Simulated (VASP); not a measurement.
# Al (Im-3m) in VASP: a series of runs

Runs on Al. Level: PBEsol. Tasks: single point.

All numbers are computed with VASP 6.6.1; they aren't measurements. Logs are shortened: lines on timing, memory, paths and dates and some standing lists are left out, and cuts for length are marked.

## 1. The cell of the first run

The structure is cubic, space group Im-3m (No. 229). The conventional cell has a = 3.087 Å, b = 3.087 Å, c = 3.087 Å, α = 90.00°, β = 90.00°, γ = 90.00°. Within 3.5 Å of Al (site symmetry m-3m) lie 14 Al at 2.67 to 3.09 Å.

This isn't the form of Al at room conditions, which is fcc.

## 2. Single point, PBEsol (strain -0.030 along x and y, -0.030 along z)

The input, INCAR:

```
SYSTEM = Al
  PREC = Accurate
  ENCUT = 520
  EDIFF = 1E-7
  ISMEAR = 0
  SIGMA = 0.15
  LREAL = .FALSE.
  LASPH = .TRUE.
  NELM = 100
  ALGO = Fast
  ISIF = 2
  LWAVE = .FALSE.
  LCHARG = .FALSE.
  GGA = PS
  NBANDS = 8
```

The input, KPOINTS:

```
regular mesh
0
G
  20 20 20
  0 0 0
```

The input, POSCAR:

```
Al
1.0
   -1.5434821293      1.5434821293      1.5434821293
    1.5434821293     -1.5434821293      1.5434821293
    1.5434821293      1.5434821293     -1.5434821293
Al
1
Direct
    0.0000000000      0.0000000000      0.0000000000
```

Potentials or basis: VASP PAW PBE potentials, release 64 (Al).

Launch:

```sh
$ cat potpaw_PBE.64/Al/POTCAR > POTCAR
$ mpirun -np 1 vasp_std > vasp.out
```

OUTCAR:

```text
SYSTEM = Al
   PREC = Accurate
   ENCUT = 520
   EDIFF = 1E-7
   ISMEAR = 0
   LREAL = .FALSE.
   LASPH = .TRUE.
   NELM = 100
   ISIF = 2
   GGA = PS

 ion  position               nearest neighbor table
   1  0.000  0.000  0.000-

  LATTYP: Found a body centered cubic cell.
 ALAT       =     3.0869642586

  Lattice vectors:

 A1 = (  -1.5434821293,   1.5434821293,   1.5434821293)
 A2 = (   1.5434821293,  -1.5434821293,   1.5434821293)
 A3 = (   1.5434821293,   1.5434821293,  -1.5434821293)

Analysis of symmetry for initial positions (statically):
=====================================================================
 Subroutine PRICEL returns:
 Original cell was already a primitive cell.

 Routine SETGRP: Setting up the symmetry group for a
 body centered cubic supercell.

 Subroutine GETGRP returns: Found 48 space group operations
 (whereof 48 operations were pure point group operations)
 out of a pool of 48 trial point group operations.

The static configuration has the point symmetry O_h .

Analysis of symmetry for dynamics (positions and initial velocities):
=====================================================================
 Subroutine PRICEL returns:
 Original cell was already a primitive cell.

 Routine SETGRP: Setting up the symmetry group for a
 body centered cubic supercell.

 Subroutine GETGRP returns: Found 48 space group operations
 (whereof 48 operations were pure point group operations)
 out of a pool of 48 trial point group operations.

The dynamic configuration has the point symmetry O_h .

 Subroutine INISYM returns: Found 48 space group operations
 (whereof 48 operations are pure point group operations),
 and found     1 'primitive' translations

----------------------------------------------------------------------------------------

                                     Primitive cell

  volume of cell :      14.7084

  direct lattice vectors                    reciprocal lattice vectors
    -1.543482129  1.543482129  1.543482129     0.000000000  0.323942850  0.323942850
     1.543482129 -1.543482129  1.543482129     0.323942850  0.000000000  0.323942850
     1.543482129  1.543482129 -1.543482129     0.323942850  0.323942850  0.000000000

  length of vectors
     2.673389469  2.673389469  2.673389469     0.458124372  0.458124372  0.458124372

  position of ions in fractional coordinates (direct lattice)
     0.000000000  0.000000000  0.000000000

  ion indices of the primitive-cell ions
   primitive index   ion index
                 1           1

----------------------------------------------------------------------------------------

 KPOINTS: regular mesh

Automatic generation of k-mesh.
 Grid dimensions read from file:
 generate k-points for:   20   20   20

 Generating k-lattice:

  Cartesian coordinates                     Fractional coordinates (reciprocal lattice)
     0.000000000  0.016197143  0.016197143     0.050000000  0.000000000  0.000000000
     0.016197143  0.000000000  0.016197143     0.000000000  0.050000000  0.000000000
     0.016197143  0.016197143  0.000000000     0.000000000  0.000000000  0.050000000

  Length of vectors
     0.022906219  0.022906219  0.022906219

  Shift w.r.t. Gamma in fractional coordinates (k-lattice)
     0.000000000  0.000000000  0.000000000

 Subroutine IBZKPT returns following result:
 ===========================================

 Found    256 irreducible k-points:

 Following reciprocal coordinates:
            Coordinates               Weight
  0.000000  0.000000  0.000000      1.000000
  0.050000  0.000000  0.000000     12.000000
  0.100000  0.000000  0.000000     12.000000
  0.150000  0.000000  0.000000     12.000000
  0.200000  0.000000  0.000000     12.000000
  0.250000  0.000000  0.000000     12.000000
[... 16 lines left out ...]
  0.200000  0.100000  0.000000     48.000000
  0.250000  0.100000  0.000000     48.000000
 [... further k-points ...]
   k-points           NKPTS =    256   k-points in BZ     NKDIM =    256   number of bands    NBANDS=      8
   number of dos      NEDOS =    301   number of ions     NIONS =      1
   total plane-waves  NPLWV =   8000
   dimension x,y,z NGX =    20 NGY =   20 NGZ =   20
   dimension x,y,z NGXF=    40 NGYF=   40 NGZF=   40
   ions per type =               1
   NGX,Y,Z   is equivalent  to a cutoff of  12.44, 12.44, 12.44 a.u.
   NGXF,Y,Z  is equivalent  to a cutoff of  24.87, 24.87, 24.87 a.u.
 SYSTEM =  Al
   PREC   = accura    normal or accurate (medium, high low for compatibility)
   ISTART =      0    job   : 0-new  1-cont  2-samecut
   ICHARG =      2    charge: 1-file 2-atom 10-const
   ISPIN  =      1    spin polarized calculation?
   LNONCOLLINEAR =      F non collinear calculations
   LSORBIT =      F    spin-orbit coupling
   LASPH  =      T    aspherical Exc in radial PAW
   ENCUT  =  520.0 eV  38.22 Ry    6.18 a.u.   4.97  4.97  4.97*2*pi/ulx,y,z
   NELM   =    100;   NELMIN=  2; NELMDL= -5     # of ELM steps
   EDIFF  = 0.1E-06   stopping-criterion for ELM
   LREAL  =      F    real-space projection
   EDIFFG = 0.1E-05   stopping-criterion for IOM
   NSW    =      0    number of steps for IOM
   IBRION =     -1    ionic relax: 0-MD 1-quasi-New 2-CG
   NFREE  =      0    steps in history (QN), initial steepest desc. (CG)
   ISIF   =      2    stress and relaxation
   ISYM   =      2    0-nonsym 1-usesym 2-fastsym
   POTIM  = 0.5000    time-step for ionic-motion
   TEBEG  =    0.0;   TEEND  =   0.0 temperature during run
   PSTRESS=    0.0 pullay stress
   NELECT =       3.0000    total number of electrons
   NUPDOWN=      -1.0000    fix difference up-down
   EMIN   =  10.00;   EMAX   =-10.00  energy-range for DOS
   EFERMI =   0.00;   METHOD = LEGACY
   ISMEAR =     0;   SIGMA  =   0.15  broadening in eV -4-tet -1-fermi 0-gaus
   EFERMI_NEDOS =   21; number of points for ismear=-14 and -15
   IALGO  =     68    algorithm
   IMIX   =      4    mixing-type and parameters
     AMIX     =   0.40;   BMIX     =  1.00
     AMIX_MAG =   1.60;   BMIX_MAG =  1.00
  volume/ion in A,a.u.               =      14.71        99.26
  Fermi-wavevector in a.u.,A,eV,Ry     =   0.963667  1.821067 12.635105  0.928654
  Thomas-Fermi vector in A             =   2.093232
   LORBIT       =      0    0 simple, 1 ext, 2 COOP (PROOUT), +10 PAW based schemes
   GGA     = PS    functional components
   LHFCALC =     F    Hartree Fock is set to
   AEXX    =    0.0000 exact exchange contribution
   IVDW    =     0    specifies the selected vdW correction
   LEPSILON=     F    determine dielectric tensor
   LRPA    =     F    only Hartree local field effects (RPA)
 non-spin polarized calculation
 RMM-DIIS sequential band-by-band and
 Gauss-broadening in eV      SIGMA  =   0.15
  energy-cutoff  :      520.00
  volume of cell :       14.71
 maximum number of plane-waves:       420
   NGX =  9   NGY =  9   NGZ =  9

 number of electron       3.0000000 magnetization

 Free energy of the ion-electron system (eV)
  ---------------------------------------------------
  ext. energy  EPLUGINS =         0.00000000
  ---------------------------------------------------
  free energy    TOTEN  =        -3.93507198 eV

  energy without entropy =       -3.92955424  energy(sigma->0) =       -3.93231311

 E-fermi :   9.2137     XC(G=0): -10.6879

 val. band max:        9.1871893827   @ k =  -0.4000   0.4000   0.2000
 cond. band min:       9.2281186992   @ k =   0.3000   0.2500   0.1000
 fundamental gap:      0.0409293165
 Fermi energy:         9.2136812526

 k-point     1 :       0.0000    0.0000    0.0000
  band No.  band energies     occupation
      1      -2.7428      2.00000
      2      23.1633      0.00000
      3      23.1633      0.00000
      4      23.1633      0.00000
      5      25.6613      0.00000
      6      25.6613      0.00000
      7      25.6613      0.00000
      8      26.4104      0.00000

 k-point     2 :       0.0500    0.0000    0.0000
  band No.  band energies     occupation
      1      -2.6652      2.00000
      2      22.2789      0.00000
      3      22.7237      0.00000
      4      22.8270      0.00000
      5      25.0807      0.00000
      6      25.6121      0.00000
      7      25.9786      0.00000
      8      26.2291      0.00000

 k-point     3 :       0.1000    0.0000    0.0000
  band No.  band energies     occupation
      1      -2.4326      2.00000
      2      20.3423      0.00000
      3      21.9101      0.00000
      4      22.0562      0.00000
      5      24.1383      0.00000
      6      24.9283      0.00000
      7      26.3299      0.00000
      8      26.9282      0.00000

 k-point     4 :       0.1500    0.0000    0.0000
  band No.  band energies     occupation
      1      -2.0459      2.00000
      2      18.1405      0.00000
      3      21.0928      0.00000
      4      21.1663      0.00000
      5      23.2103      0.00000
      6      24.2956      0.00000
      7      26.8441      0.00000
      8      27.2519      0.00000

 k-point     5 :       0.2000    0.0000    0.0000
  band No.  band energies     occupation
      1      -1.5066      2.00000
      2      15.9348      0.00000
      3      20.3087      0.00000
      4      20.3574      0.00000
      5      22.3745      0.00000
      6      23.6926      0.00000
      7      27.4750      0.00000
      8      27.6653      0.00000
[... 177 lines left out ...]
 k-point    22 :       0.1500    0.1000    0.0000
  band No.  band energies     occupation
      1      -1.2762      2.00000
      2      16.0680      0.00000
      3      17.5249      0.00000
      4      20.1872      0.00000
      5      23.4956      0.00000
      6      24.6052      0.00000
      7      26.9262      0.00000
      8      28.4904      0.00000

 k-point    23 :       0.2000    0.1000    0.0000
  band No.  band energies     occupation
      1      -0.5875      2.00000
      2      13.9751      0.00000
      3      16.7573      0.00000
      4      19.5229      0.00000
      5      22.8632      0.00000
      6      24.7392      0.00000
      7      26.8185      0.00000
      8      29.7271      0.00000

 k-point    24 :       0.2500    0.1000    0.0000
  band No.  band energies     occupation
      1       0.2489      2.00000
      2      11.9629      0.00000
      3      16.1324      0.00000
      4      18.9638      0.00000
      5      22.3037      0.00000
      6      24.6628      0.00000
      7      27.1142      0.00000
      8      30.8026      0.00000

 [... further k-points ...]
[... 5 lines left out ...]
  --------------------------------------------------------------------------------------
  -------------------------------------------------------------------------------------
  Total        1.0495132      1.0495132      1.0495132     -0.0000000     -0.0000000     -0.0000000
  in kB      114.3230201    114.3230201    114.3230201     -0.0000000     -0.0000000     -0.0000000
  external PRESSURE =     114.3230201 kB  Pullay stress =       0.0000000 kB

 VOLUME and BASIS-vectors are now :
 -----------------------------------------------------------------------------
  energy-cutoff  :      520.00
  volume of cell :       14.71
      direct lattice vectors                 reciprocal lattice vectors
    -1.543482129  1.543482129  1.543482129     0.000000000  0.323942850  0.323942850
     1.543482129 -1.543482129  1.543482129     0.323942850  0.000000000  0.323942850
     1.543482129  1.543482129 -1.543482129     0.323942850  0.323942850  0.000000000

 POSITION                                       TOTAL-FORCE (eV/Angst)
 -----------------------------------------------------------------------------------
      0.00000      0.00000      0.00000         0.000000     -0.000000      0.000000
 -----------------------------------------------------------------------------------
    total drift:                                0.000000     -0.000000     -0.000000

  FREE ENERGIE OF THE ION-ELECTRON SYSTEM (eV)
  ---------------------------------------------------
  free  energy   TOTEN  =        -3.9350719803 eV

  energy  without entropy=       -3.9295542400  energy(sigma->0) =       -3.93231311
```

Wall time 26 s (1 thread of AMD EPYC 7R13, shared host); peak memory 0.11 GiB.

Results:

```yaml
Free_energy: -3.9351 eV
Pressure: 11.4 GPa
Band_gap_on_the_k_mesh: zero (an odd number of electrons rules out a gap without spin polarisation)
```

Levels at points of the mesh, in eV from the Fermi level:
```
           k point  band 1  band 2  band 3  band 4  band 5  band 6
(0.00, 0.00, 0.00)  -11.96   13.95   13.95   13.95   16.45   16.45
(0.50, 0.00, 0.00)   -4.77   -4.00    8.52    9.07   10.79   12.42
(0.50, 0.50, 0.50)    2.07    2.07    2.07    2.78    2.78    7.03
```

Caveat: the cell differs from its parent crystal (strain -0.030 along x and y, -0.030 along z); the cell stands under pressure; the PAW data sets were made with another functional, which shifts forces and pressure a little.

## 3. Single point, PBEsol (strain -0.015 along x and y, -0.015 along z)

The input, INCAR:

```
SYSTEM = Al
PREC = Accurate
ENCUT = 520
EDIFF = 1E-6
ISMEAR = 0
SIGMA = 0.15
LREAL = .FALSE.
LASPH = .TRUE.
NELM = 100
ALGO = Fast
ISIF = 2
LWAVE = .FALSE.
LCHARG = .FALSE.
GGA = PS
NBANDS = 8
```

KPOINTS is that of step 2.

The input, POSCAR:

```
Al
1.0
   -1.5673504096      1.5673504096      1.5673504096
    1.5673504096     -1.5673504096      1.5673504096
    1.5673504096      1.5673504096     -1.5673504096
Al
1
Direct
    0.0000000000      0.0000000000      0.0000000000
```

Potentials or basis: VASP PAW PBE potentials, release 64 (Al).

Launch:

```sh
$ cat potpaw_PBE.64/Al/POTCAR > POTCAR
$ mpirun -np 1 vasp_std > vasp.out
```

Run time: 27 s. Hardware: 1 thread of AMD EPYC 7R13, shared host; peak memory 0.11 GiB.

It converged, with:

- Free energy: -3.9733 eV
- Pressure: 6.4 GPa
- Band gap on the k mesh: zero (an odd number of electrons rules out a gap without spin polarisation)

Levels at points of the mesh, in eV from the Fermi level:
| k point | band 1 | band 2 | band 3 | band 4 |
| --- | --- | --- | --- | --- |
| (0.00, 0.00, 0.00) | -11.62 | 13.66 | 13.66 | 13.66 |
| (0.50, 0.00, 0.00) | -4.59 | -3.95 | 8.41 | 8.69 |
| (0.50, 0.50, 0.50) | 1.98 | 1.98 | 1.98 | 2.86 |

Caveat: the cell differs from its parent crystal (strain -0.015 along x and y, -0.015 along z); the cell stands under pressure; the PAW data sets were made with another functional, which shifts forces and pressure a little.

(Continued in part 2 of 2.)
